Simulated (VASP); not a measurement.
# NaF (Fm-3m) in VASP: a series of runs, part 2 of 3

VASP 6.6.1. Earlier steps stand in the parts before.

**4. Relaxation of cell and atoms, PBE, target pressure 4 GPa, at which the enthalpy is minimised**

This run uses another cell than the first one, of 12.02 Å³/atom, 1.106 times its volume.

File INCAR:

```
  ALGO = Normal
  EDIFF = 1E-6
  EDIFFG = -0.008
  ENCUT = 600
  GGA = PE
  IBRION = 2
  ISIF = 3
  ISMEAR = 0
  LASPH = T
  LCHARG = F
  LREAL = F
  LWAVE = F
  NELM = 80
  NSW = 70
  PREC = Accurate
  PSTRESS = 40.0
  SIGMA = 0.02
```

File KPOINTS:

```
k-points
0
Gamma
  8 8 8
```

File POSCAR:

```
NaF
1.0
    0.0000000000      2.2904216611      2.2904216611
    2.2904216611      0.0000000000      2.2904216611
    2.2904216611      2.2904216611      0.0000000000
Na F
1 1
Direct
    0.0000000000      0.0000000000      0.0000000000
    0.5000000000      0.5000000000      0.5000000000
```

Potentials or basis: VASP PAW PBE potentials, release 64 (Na_pv, F).

On the command line:

```console
cat potpaw_PBE.64/Na_pv/POTCAR potpaw_PBE.64/F/POTCAR > POTCAR
mpirun -np 1 vasp_std > vasp.out
```

OUTCAR:

```text
EDIFF = 1E-6
   EDIFFG = -0.008
   ENCUT = 600
   GGA = PE
   IBRION = 2
   ISIF = 3
   ISMEAR = 0
   LASPH = T
   LREAL = F
   NELM = 80
   NSW = 70
   PREC = Accurate
   PSTRESS = 40.0

 ion  position               nearest neighbor table
   1  0.000  0.000  0.000-   2 2.29   2 2.29   2 2.29   2 2.29   2 2.29   2 2.29
   2  0.500  0.500  0.500-   1 2.29   1 2.29   1 2.29   1 2.29   1 2.29   1 2.29

  LATTYP: Found a face centered cubic cell.
 ALAT       =     4.5808433222

  Lattice vectors:

 A1 = (   0.0000000000,   2.2904216611,   2.2904216611)
 A2 = (   2.2904216611,   0.0000000000,   2.2904216611)
 A3 = (   2.2904216611,   2.2904216611,   0.0000000000)

Analysis of symmetry for initial positions (statically):
=====================================================================
 Subroutine PRICEL returns:
 Original cell was already a primitive cell.

 Routine SETGRP: Setting up the symmetry group for a
 face centered cubic supercell.

 Subroutine GETGRP returns: Found 48 space group operations
 (whereof 48 operations were pure point group operations)
 out of a pool of 48 trial point group operations.

The static configuration has the point symmetry O_h .

Analysis of symmetry for dynamics (positions and initial velocities):
=====================================================================
 Subroutine PRICEL returns:
 Original cell was already a primitive cell.

 Routine SETGRP: Setting up the symmetry group for a
 face centered cubic supercell.

 Subroutine GETGRP returns: Found 48 space group operations
 (whereof 48 operations were pure point group operations)
 out of a pool of 48 trial point group operations.

The dynamic configuration has the point symmetry O_h .

 Subroutine INISYM returns: Found 48 space group operations
 (whereof 48 operations are pure point group operations),
 and found     1 'primitive' translations

----------------------------------------------------------------------------------------

                                     Primitive cell

  volume of cell :      24.0312

  direct lattice vectors                    reciprocal lattice vectors
     0.000000000  2.290421661  2.290421661    -0.218300415  0.218300415  0.218300415
     2.290421661  0.000000000  2.290421661     0.218300415 -0.218300415  0.218300415
     2.290421661  2.290421661  0.000000000     0.218300415  0.218300415 -0.218300415

  length of vectors
     3.239145377  3.239145377  3.239145377     0.378107411  0.378107411  0.378107411

  position of ions in fractional coordinates (direct lattice)
     0.000000000  0.000000000  0.000000000
     0.500000000  0.500000000  0.500000000

  ion indices of the primitive-cell ions
   primitive index   ion index
                 1           1
                 2           2

----------------------------------------------------------------------------------------

 KPOINTS: k-points

[... 28 lines left out ...]
  0.500000  0.000000  0.000000      4.000000
  0.125000  0.125000  0.000000      6.000000
[... 16 lines left out ...]
  0.500000  0.250000  0.125000     48.000000
 -0.375000  0.250000  0.125000     24.000000
 [... further k-points ...]
   k-points           NKPTS =     29   k-points in BZ     NKDIM =     29   number of bands    NBANDS=     11
   number of dos      NEDOS =    301   number of ions     NIONS =      2
   total plane-waves  NPLWV =  21952
   dimension x,y,z NGX =    28 NGY =   28 NGZ =   28
   dimension x,y,z NGXF=    56 NGYF=   56 NGZF=   56
   ions per type =               1   1
   NGX,Y,Z   is equivalent  to a cutoff of  14.37, 14.37, 14.37 a.u.
   NGXF,Y,Z  is equivalent  to a cutoff of  28.74, 28.74, 28.74 a.u.
 SYSTEM =  unknown system
   PREC   = accura    normal or accurate (medium, high low for compatibility)
   ISTART =      0    job   : 0-new  1-cont  2-samecut
   ICHARG =      2    charge: 1-file 2-atom 10-const
   ISPIN  =      1    spin polarized calculation?
   LNONCOLLINEAR =      F non collinear calculations
   LSORBIT =      F    spin-orbit coupling
   LASPH  =      T    aspherical Exc in radial PAW
   ENCUT  =  600.0 eV  44.10 Ry    6.64 a.u.   6.47  6.47  6.47*2*pi/ulx,y,z
   NELM   =     80;   NELMIN=  2; NELMDL= -5     # of ELM steps
   EDIFF  = 0.1E-05   stopping-criterion for ELM
   LREAL  =      F    real-space projection
   EDIFFG = -.8E-02   stopping-criterion for IOM
   NSW    =     70    number of steps for IOM
   IBRION =      2    ionic relax: 0-MD 1-quasi-New 2-CG
   NFREE  =      1    steps in history (QN), initial steepest desc. (CG)
   ISIF   =      3    stress and relaxation
   ISYM   =      2    0-nonsym 1-usesym 2-fastsym
   POTIM  = 0.5000    time-step for ionic-motion
   TEBEG  =    0.0;   TEEND  =   0.0 temperature during run
   PSTRESS=   40.0 pullay stress
   NELECT =      14.0000    total number of electrons
   NUPDOWN=      -1.0000    fix difference up-down
   EMIN   =  10.00;   EMAX   =-10.00  energy-range for DOS
   EFERMI =   0.00;   METHOD = LEGACY
   ISMEAR =     0;   SIGMA  =   0.02  broadening in eV -4-tet -1-fermi 0-gaus
   EFERMI_NEDOS =   21; number of points for ismear=-14 and -15
   IALGO  =     38    algorithm
   IMIX   =      4    mixing-type and parameters
     AMIX     =   0.40;   BMIX     =  1.00
     AMIX_MAG =   1.60;   BMIX_MAG =  1.00
  volume/ion in A,a.u.               =      12.02        81.09
  Fermi-wavevector in a.u.,A,eV,Ry     =   1.367284  2.583792 25.435623  1.869466
  Thomas-Fermi vector in A             =   2.493350
   LORBIT       =      0    0 simple, 1 ext, 2 COOP (PROOUT), +10 PAW based schemes
   GGA     = PE    functional components
   LHFCALC =     F    Hartree Fock is set to
   AEXX    =    0.0000 exact exchange contribution
   IVDW    =     0    specifies the selected vdW correction
   LEPSILON=     F    determine dielectric tensor
   LRPA    =     F    only Hartree local field effects (RPA)
 conjugate gradient relaxation of ions
 non-spin polarized calculation
 Gauss-broadening in eV      SIGMA  =   0.02
  energy-cutoff  :      600.00
  volume of cell :       24.03
 maximum number of plane-waves:       821
 NGX is ok and might be reduce to    28
   NGX = 13   NGY = 13   NGZ = 13

 number of electron      14.0000001 magnetization

 Free energy of the ion-electron system (eV)
  ---------------------------------------------------
  ext. energy  EPLUGINS =         0.00000000
  ---------------------------------------------------
  free energy    TOTEN  =        -8.54612558 eV

  energy without entropy =       -8.54612558  energy(sigma->0) =       -8.54612558

 E-fermi :  -1.7835     XC(G=0):  -9.3212

 val. band max:       -1.9322426216   @ k =   0.0000   0.0000   0.0000
 cond. band min:       4.5604772978   @ k =   0.0000   0.0000   0.0000
 fundamental gap:      6.4927199194
 Fermi energy:        -1.7834775892

 k-point     1 :       0.0000    0.0000    0.0000
  band No.  band energies     occupation
      1     -21.1657      2.00000
      2     -20.7749      2.00000
      3     -20.7749      2.00000
      4     -20.7749      2.00000
      5      -1.9322      2.00000
      6      -1.9322      2.00000
      7      -1.9322      2.00000
      8       4.5605      0.00000
      9      17.2947      0.00000
     10      17.2947      0.00000
     11      17.2947      0.00000
[... 309 lines left out ...]
 k-point    24 :      -0.3750    0.2500    0.1250
  band No.  band energies     occupation
      1     -21.5963      2.00000
      2     -20.8360      2.00000
      3     -20.8096      2.00000
      4     -20.1651      2.00000
      5      -3.3003      2.00000
      6      -2.5374      2.00000
      7      -2.2887      2.00000
      8      10.0894      0.00000
      9      11.0663      0.00000
     10      15.5612      0.00000
     11      17.4494      0.00000

 [... further k-points ...]

------------------------ aborting loop because EDIFF is reached ----------------------------------------

  FORCE on cell =-STRESS in cart. coord.  units (eV):
  Direction    XX          YY          ZZ          XY          YZ          ZX
  --------------------------------------------------------------------------------------
  -------------------------------------------------------------------------------------
  Total        0.5934432      0.5934432      0.5934432      0.0000000     -0.0000000      0.0000000
  in kB       39.5652022     39.5652022     39.5652022      0.0000000     -0.0000000      0.0000000
  external PRESSURE =      -0.4347978 kB  Pullay stress =      40.0000000 kB

 VOLUME and BASIS-vectors are now :
 -----------------------------------------------------------------------------
  energy-cutoff  :      600.00
  volume of cell :       24.03
      direct lattice vectors                 reciprocal lattice vectors
     0.000000000  2.290421661  2.290421661    -0.218300415  0.218300415  0.218300415
     2.290421661  0.000000000  2.290421661     0.218300415 -0.218300415  0.218300415
     2.290421661  2.290421661  0.000000000     0.218300415  0.218300415 -0.218300415

 POSITION                                       TOTAL-FORCE (eV/Angst)
 -----------------------------------------------------------------------------------
      0.00000      0.00000      0.00000         0.000000     -0.000000     -0.000000
      2.29042      2.29042      2.29042        -0.000000      0.000000      0.000000
 -----------------------------------------------------------------------------------
    total drift:                                0.000000      0.000000      0.000000

  FREE ENERGIE OF THE ION-ELECTRON SYSTEM (eV)
  ---------------------------------------------------
  free  energy   TOTEN  =        -8.5461255783 eV

  energy  without entropy=       -8.5461255783  energy(sigma->0) =       -8.54612558

  enthalpy is  TOTEN    =        -7.9461608330 eV   P V=        0.5999647452

 reached required accuracy - stopping structural energy minimisation
```

OSZICAR:

```text
N       E                     dE             d eps       ncg     rms          rms(c)
DAV:   1     0.121133292131E+03    0.12113E+03   -0.89314E+03   647   0.176E+03
DAV:   2    -0.230927014851E+01   -0.12344E+03   -0.11490E+03   679   0.389E+02
DAV:   3    -0.934821933933E+01   -0.70389E+01   -0.70200E+01   731   0.942E+01
DAV:   4    -0.943506909055E+01   -0.86850E-01   -0.86839E-01   695   0.105E+01
DAV:   5    -0.943603269211E+01   -0.96360E-03   -0.96359E-03   746   0.111E+00    0.542E+00
DAV:   6    -0.855462889656E+01    0.88140E+00   -0.37504E+00   782   0.192E+01    0.182E+00
DAV:   7    -0.854427695079E+01    0.10352E-01   -0.28785E-02   647   0.259E+00    0.104E+00
DAV:   8    -0.854539694323E+01   -0.11200E-02   -0.27465E-02   644   0.411E+00    0.119E-01
DAV:   9    -0.854619654147E+01   -0.79960E-03   -0.37090E-03   710   0.689E-01    0.813E-02
DAV:  10    -0.854612758202E+01    0.68959E-04   -0.47277E-04   674   0.331E-01    0.117E-02
DAV:  11    -0.854612543771E+01    0.21443E-05   -0.14531E-05   716   0.644E-02    0.268E-03
DAV:  12    -0.854612557828E+01   -0.14057E-06   -0.10327E-06   656   0.149E-02
   1 F= -.79461608E+01 E0= -.79461608E+01  d E =-.794616E+01
```

It used 7.3 s of CPU time on 1 thread of Intel Xeon 6975P-C (shared host).

What came out:

| Quantity | Value |
| --- | --- |
| Free energy | -8.5461 eV |
| Pressure after relaxing | 4.0 GPa |
| Band gap on the k mesh | 6.49 eV, direct |

Final structure:
```
CELL_PARAMETERS angstrom
0.00000 2.29042 2.29042
2.29042 0.00000 2.29042
2.29042 2.29042 0.00000
ATOMIC_POSITIONS crystal
Na 0.00000 0.00000 0.00000
F 0.50000 0.50000 0.50000
```

Levels at points of the mesh, in eV from the valence-band top:
| k point | band 5 | band 6 | band 7 | band 8 | band 9 | band 10 |
| --- | --- | --- | --- | --- | --- | --- |
| (0.00, 0.00, 0.00) | 0.00 | 0.00 | 0.00 | 6.49 | 19.23 | 19.23 |
| (0.50, 0.00, 0.00) | -1.66 | -0.27 | -0.27 | 11.00 | 12.77 | 20.49 |
| (0.50, 0.50, 0.00) | -1.33 | -0.42 | -0.42 | 13.43 | 13.45 | 13.96 |

Caveat: the relaxation stopped at its first step, so nothing moved; the cell is relaxed towards a set pressure, so the enthalpy falls and the energy may rise.

**5. Relaxation of cell and atoms, PBE, target pressure 90 GPa, at which the enthalpy is minimised**

This run uses another cell than the first one, of 7.86 Å³/atom, 0.723 times its volume.

File INCAR:

```
SYSTEM = NaF
PREC = Accurate ; ENCUT = 600
EDIFF = 1E-6 ; ISMEAR = 0
SIGMA = 0.02 ; LREAL = .False.
LASPH = .True. ; NELM = 80
ALGO = Normal ; ISIF = 3
LWAVE = .False. ; LCHARG = .False.
GGA = PE ; IBRION = 2
NSW = 70 ; EDIFFG = -0.008
PSTRESS = 900.0
```

File KPOINTS:

```
Automatic mesh
0
Gamma
  10 10 10
  0 0 0
```

File POSCAR:

```
NaF
1.0
    0.0000000000      1.9879826427      1.9879826427
    1.9879826427      0.0000000000      1.9879826427
    1.9879826427      1.9879826427      0.0000000000
Na F
1 1
Direct
    0.0000000000      0.0000000000      0.0000000000
    0.5000000000      0.5000000000      0.5000000000
```

Potentials or basis: VASP PAW PBE potentials, release 64 (Na_pv, F).

On the command line:

```console
cat potpaw_PBE.64/Na_pv/POTCAR potpaw_PBE.64/F/POTCAR > POTCAR
mpirun -np 1 vasp_std > vasp.out
```

OUTCAR:

```text
SYSTEM = NaF
   PREC = Accurate
   ENCUT = 600
   EDIFF = 1E-6
   ISMEAR = 0
   LREAL = .False.
   LASPH = .True.
   NELM = 80
   ISIF = 3
   GGA = PE
   IBRION = 2
   NSW = 70
   EDIFFG = -0.008
   PSTRESS = 900.0

 ion  position               nearest neighbor table
   1  0.000  0.000  0.000-   2 1.99   2 1.99   2 1.99   2 1.99   2 1.99   2 1.99
   2  0.500  0.500  0.500-   1 1.99   1 1.99   1 1.99   1 1.99   1 1.99   1 1.99

  LATTYP: Found a face centered cubic cell.
 ALAT       =     3.9759652854

  Lattice vectors:

 A1 = (   0.0000000000,   1.9879826427,   1.9879826427)
 A2 = (   1.9879826427,   0.0000000000,   1.9879826427)
 A3 = (   1.9879826427,   1.9879826427,   0.0000000000)

Analysis of symmetry for initial positions (statically):
=====================================================================
 Subroutine PRICEL returns:
 Original cell was already a primitive cell.

 Routine SETGRP: Setting up the symmetry group for a
 face centered cubic supercell.

 Subroutine GETGRP returns: Found 48 space group operations
 (whereof 48 operations were pure point group operations)
 out of a pool of 48 trial point group operations.

The static configuration has the point symmetry O_h .

Analysis of symmetry for dynamics (positions and initial velocities):
=====================================================================
 Subroutine PRICEL returns:
 Original cell was already a primitive cell.

 Routine SETGRP: Setting up the symmetry group for a
 face centered cubic supercell.

 Subroutine GETGRP returns: Found 48 space group operations
 (whereof 48 operations were pure point group operations)
 out of a pool of 48 trial point group operations.

The dynamic configuration has the point symmetry O_h .

 Subroutine INISYM returns: Found 48 space group operations
 (whereof 48 operations are pure point group operations),
 and found     1 'primitive' translations

----------------------------------------------------------------------------------------

[... 124 lines left out ...]
 non-spin polarized calculation
 Gauss-broadening in eV      SIGMA  =   0.02
  energy-cutoff  :      600.00
  volume of cell :       15.71
 maximum number of plane-waves:       544
   NGX = 11   NGY = 11   NGZ = 11

--------------------------------------- Ionic step        1  -------------------------------------------

 number of electron      14.0000006 magnetization

 Free energy of the ion-electron system (eV)
  ---------------------------------------------------
  ext. energy  EPLUGINS =         0.00000000
  ---------------------------------------------------
  free energy    TOTEN  =        -7.09623588 eV

  energy without entropy =       -7.09623588  energy(sigma->0) =       -7.09623588

------------------------ aborting loop because EDIFF is reached ----------------------------------------

  FORCE on cell =-STRESS in cart. coord.  units (eV):
  Direction    XX          YY          ZZ          XY          YZ          ZX
  --------------------------------------------------------------------------------------
  -------------------------------------------------------------------------------------
  Total        7.1839562      7.1839562      7.1839562      0.0000000      0.0000000      0.0000000
  in kB      732.4980882    732.4980882    732.4980882      0.0000000      0.0000000      0.0000000
  external PRESSURE =    -167.5019118 kB  Pullay stress =     900.0000000 kB
[... 101 lines left out ...]
--------------------------------------- Ionic step        4  -------------------------------------------

 number of electron      13.9999999 magnetization

 Free energy of the ion-electron system (eV)
  ---------------------------------------------------
  ext. energy  EPLUGINS =         0.00000000
  ---------------------------------------------------
  free energy    TOTEN  =        -6.72200967 eV

  energy without entropy =       -6.72200967  energy(sigma->0) =       -6.72200967

 E-fermi :   1.3302     XC(G=0): -11.8616

 val. band max:        1.2209475385   @ k =   0.0000   0.0000   0.0000
 cond. band min:      11.3693685318   @ k =   0.0000   0.0000   0.0000
 fundamental gap:     10.1484209934
 Fermi energy:         1.3301911901

 k-point     1 :       0.0000    0.0000    0.0000
  band No.  band energies     occupation
      1     -19.2853      2.00000
      2     -16.6231      2.00000
      3     -16.6231      2.00000
      4     -16.6231      2.00000
      5       1.2209      2.00000
      6       1.2209      2.00000
      7       1.2209      2.00000
      8      11.3694      0.00000
      9      23.7630      0.00000
     10      23.7630      0.00000
     11      23.7630      0.00000
[... 309 lines left out ...]
 k-point    24 :       0.4000    0.3000    0.0000
  band No.  band energies     occupation
      1     -19.3151      2.00000
      2     -16.8740      2.00000
      3     -16.8229      2.00000
      4     -16.3374      2.00000
      5      -0.8773      2.00000
      6       0.5417      2.00000
      7       0.6510      2.00000
      8      16.6376      0.00000
      9      16.9667      0.00000
     10      24.2583      0.00000
     11      27.7379      0.00000

 [... further k-points ...]
[... 5 lines left out ...]
  --------------------------------------------------------------------------------------
  -------------------------------------------------------------------------------------
  Total        8.4149855      8.4149855      8.4149855      0.0000000      0.0000000      0.0000000
  in kB      900.2458853    900.2458853    900.2458853      0.0000000      0.0000000      0.0000000
  external PRESSURE =       0.2458853 kB  Pullay stress =     900.0000000 kB
[... 21 lines left out ...]
  energy  without entropy=       -6.7220096665  energy(sigma->0) =       -6.72200967

  enthalpy is  TOTEN    =         1.6906774542 eV   P V=        8.4126871207

 reached required accuracy - stopping structural energy minimisation
```

OSZICAR:

```text
N       E                     dE             d eps       ncg     rms          rms(c)
DAV:   1     0.120451749498E+03    0.12045E+03   -0.93587E+03  1046   0.197E+03
DAV:   2    -0.290345310921E+01   -0.12336E+03   -0.11693E+03  1090   0.430E+02
DAV:   3    -0.810486200153E+01   -0.52014E+01   -0.51927E+01  1160   0.877E+01
[... 32 lines left out ...]
DAV:   1    -0.672210251251E+01    0.78815E-02   -0.19617E-03  1181   0.841E-01    0.758E-02
DAV:   2    -0.672202010991E+01    0.82403E-04   -0.21406E-04  1118   0.175E-01    0.245E-02
DAV:   3    -0.672201187017E+01    0.82397E-05   -0.10650E-05  1169   0.875E-02    0.104E-02
DAV:   4    -0.672200966747E+01    0.22027E-05   -0.13571E-06   631   0.522E-02    0.110E-03
DAV:   5    -0.672200966649E+01    0.98771E-09   -0.24450E-07   565   0.110E-02
   4 F= 0.16906775E+01 E0= 0.16906775E+01  d E =-.398135E-01
```

It took 19 s on 1 thread of Intel Xeon 6975P-C, shared host; peak memory 0.14 GiB.

Results:

| Quantity | Value |
| --- | --- |
| Free energy | -6.7220 eV |
| Relaxed volume | 7.49 Å³/atom |
| Relaxed cell | a = 2.767 Å, b = 2.767 Å, c = 2.767 Å, α = 60.00°, β = 60.00°, γ = 60.00° |
| Space group after relaxing (to 0.05 Å) | Fm-3m (No. 225) |
| Energy change on relaxing (the enthalpy is what falls) | +187.1 meV/atom |
| Ionic steps | 4 |
| Pressure after relaxing | 90.0 GPa |
| Band gap on the k mesh | 10.15 eV, direct |

The path:
| step | energy change (eV) | largest force (eV/Å) | pressure (GPa) | volume (Å³) |
| --- | --- | --- | --- | --- |
| 1 | 0.0000 | 0.0000 | 73.25 | 15.71 |
| 2 | 1.0664 | 0.0000 | 121.36 | 13.92 |
| 3 | 0.3663 | 0.0000 | 89.63 | 14.99 |
| 4 | 0.3742 | 0.0000 | 90.02 | 14.98 |

Final structure:
```
Na F
1.0
     0.00000    1.95640    1.95640
     1.95640    0.00000    1.95640
     1.95640    1.95640    0.00000
Na F
1 1
Direct
  0.00000 0.00000 0.00000
  0.50000 0.50000 0.50000
```

Caveat: the cell is relaxed towards a set pressure, so the enthalpy falls and the energy may rise. A k mesh can miss the band edges.

[end of part 2 of 3]
